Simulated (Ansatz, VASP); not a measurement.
## Two plane-wave programs on Co

```
Co
1.0
     2.38961    0.00000    0.00000
     0.00000    2.38961    0.00000
     0.00000    0.00000    3.37758
Co
2
Cartesian
  0.0000 0.0000 0.0000
  1.1948 1.1948 1.6888
```

Alike in both runs: task single point; functional revPBE; k mesh 14 × 14 × 10; occupations fermi-dirac, width 0.05 eV; collinear spin.

|  | VASP | Ansatz |
| --- | --- | --- |
| version | VASP 6.6.1 | Ansatz 0.2.0 |
| potentials or method | VASP PAW PBE potentials, release 64 (Co), cutoff 520 eV | plane waves (420 eV) with PAW, scalar-relativistic |
| valence electrons in the cell | 18 | 34 |

VASP gave:

| Property | Result |
| --- | --- |
| net moment per atom (μB) | 1.55 |
| size of the moment on the site where the two differ most (μB) | 1.55 |

Question: Which values does Ansatz return?

Answer: net moment per atom (μB): 1.56; size of the moment on the site where the two differ most (μB): 1.62.

VASP's potentials were made for PBE, not for revPBE. Site moments also hang on the region over which each program counts them. The functional is the same, so the differences come from potentials, cutoffs and numerics. VASP's potentials hold 18 valence electrons a cell and Ansatz's 34, so a difference there can come from the potentials and not from the codes.
